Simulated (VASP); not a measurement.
Runs of VASP 6.6.1 on Zn. The structure is that of space group Fm-3m (No. 225), or close to it. The cells are those of the table. 

```tsv
cell	gap on the mesh (eV)	pressure (GPa)
a = 2.753 Å, angles 60.0°, 1 atom	none	(a)
a = 2.873 Å, angles 60.0°, 1 atom	none	0.3
a = 2.834 Å, angles 60.0°, 1 atom	none	(b)
a = 2.947 Å, angles 60.0°, 1 atom	none	-2.4
a = 2.794 Å, angles 60.0°, 1 atom	none	5.1
```

Alike in all rows: task single point; level BLYP; potentials or basis VASP PAW PBE potentials, release 64 (Zn); no spin polarisation; k mesh 15 × 15 × 15; cutoff (eV) 520; smearing fermi-dirac 0.1 eV.

Question: Fill in the values left out.

Answer: (a) 8.7; (b) 2.4.

Caveats: the PAW data sets were made with another functional, which shifts forces and pressure a little.

A gap of «none» marks levels without a gap at the run's occupations.
